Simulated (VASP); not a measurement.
Input of a VASP 6.6.1 run:

File INCAR:

```
SYSTEM = TiTe
ALGO = Normal ; EDIFF = 1E-7
ENCUT = 520 ; GGA = PS
ISIF = 2 ; ISMEAR = 0
LASPH = .TRUE. ; LCHARG = .FALSE.
LREAL = .FALSE. ; LWAVE = .FALSE.
NBANDS = 26 ; NELM = 100
PREC = Accurate ; SIGMA = 0.1
```

The input KPOINTS:

```
k-points
0
G
  12 12 8
  0 0 0
```

POSCAR

```
TiTe
1.0
    3.6099805599      0.0000000000      0.0000000000
   -1.8049902799      3.1263348720      0.0000000000
    0.0000000000      0.0000000000      7.2235146843
Ti Te
2 2
Direct
    0.0000000000      0.0000000000      0.0000000000
    0.0000000000      0.0000000000      0.5000000000
    0.3333333333      0.6666666667      0.2500000000
    0.6666666667      0.3333333333      0.7500000000
```

Potentials or basis: VASP PAW PBE potentials, release 64 (Ti_sv, Te).

Run with:

```bash
$ cat potpaw_PBE.64/Ti_sv/POTCAR potpaw_PBE.64/Te/POTCAR > POTCAR
$ mpirun -np 1 vasp_std > vasp.out
```

Q: Estimate the pressure.

A: 0.1 GPa.

Q: Predict the band gap on the k mesh.

A: Zero (band 18 reaches 10.14 eV, above the bottom of band 19 at 9.93 eV).

Caveat: the PAW data sets were made with another functional, which shifts forces and pressure a little; spin-orbit coupling is left out, which moves the levels of the heavy elements.
